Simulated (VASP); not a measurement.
Write the native input for VASP 6.6.1 that does the following.

```yaml
Task: single point
Functional: PBEsol
Potentials_or_basis: VASP PAW PBE potentials, release 64 (Ti_sv, C)
Cutoff: 520 eV
k_mesh: 9 × 7 × 1
Occupations: gaussian, width 0.1 eV
Spin: no spin polarisation
Dipole_correction: yes
Further_INCAR_settings: ALGO = Normal; EDIFF = 1e-06; NBANDS = 34
```

The structure of Ti4C lies in POSCAR:

```
Ti4C
1.0
    2.8676282151      0.0000000000      0.0000000000
    0.0000000000      4.0554387137      0.0000000000
    0.0000000000      0.0000000000     19.6054200203
Ti C
4 1
Direct
    0.5000000000      0.5000000000      0.2040252132
    0.0000000000      0.0000000000      0.2771587704
    0.5000000000      0.5000000000      0.3434213386
    0.0000000000      0.0000000000      0.4134275120
    0.3333333333      0.0000000000      0.4879028226
```

One way to write it, as run:

INCAR

```
SYSTEM = Ti4C
PREC = Accurate
ENCUT = 520
EDIFF = 1E-6
ISMEAR = 0
SIGMA = 0.1
LREAL = .FALSE.
LASPH = .TRUE.
NELM = 80
ALGO = Normal
ISIF = 2
LWAVE = .FALSE.
LCHARG = .TRUE.
LDIPOL = .TRUE.
IDIPOL = 3
DIPOL = 0.5 0.5 0.345
GGA = PS
LELF = .TRUE.
LVHAR = .TRUE.
LVACPOTAV = .TRUE.
NBANDS = 34
```

KPOINTS

```
Automatic mesh
0
G
  9 7 1
  0 0 0
```

Potentials or basis: VASP PAW PBE potentials, release 64 (Ti_sv, C).

Launch:

```bash
$ cat potpaw_PBE.64/Ti_sv/POTCAR potpaw_PBE.64/C/POTCAR > POTCAR
$ mpirun -np 1 vasp_std > vasp.out
```

It gave:

The largest force is 2.762 eV/Å and the band gap on the k mesh is zero (bands 26 and 27 overlap by 0.30 eV).

Caveat: the PAW data sets were made with another functional, which shifts forces and pressure a little.

It took 3.3 min on 1 thread of AMD EPYC 9R45 96-Core Processor (Zen 5) (shared host), peak memory 0.35 GiB.
